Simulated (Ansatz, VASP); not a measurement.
## SiN in VASP and in Ansatz

```
CELL_PARAMETERS angstrom
3.30751 0.00000 0.00000
0.00000 3.30751 0.00000
0.00000 0.00000 4.17932
ATOMIC_POSITIONS crystal
Si 0.00000 0.50000 0.23510
Si 0.50000 0.00000 0.76490
N 0.00000 0.00000 0.00000
N 0.50000 0.50000 0.00000
```

Alike in both runs: task relaxation of cell and atoms; functional PBE; k mesh 6 × 6 × 4; occupations gaussian, width 0.1 eV; no spin polarisation.

|  | VASP | Ansatz |
| --- | --- | --- |
| version | VASP 6.6.1 | Ansatz 0.2.0 |
| potentials or method | VASP PAW PBE potentials, release 64 (Si, N), cutoff 600 eV | scalar-relativistic, plane waves, PAW |
| valence electrons in the cell | 18 | 18 |

```csv
,VASP,Ansatz,Ansatz less VASP
"gap on the k mesh at the Fermi level, each at its own relaxed structure (eV)",none,none,-
relaxed volume (Å³/atom),12.47,12.57,+0.101
relaxed cell length with the largest relative difference (Å),4.061,4.088,+0.0266
```

A gap of «none» marks a metal or a gap that the smearing closes.

The k mesh is coarse, so the values compare programs but aren't converged.
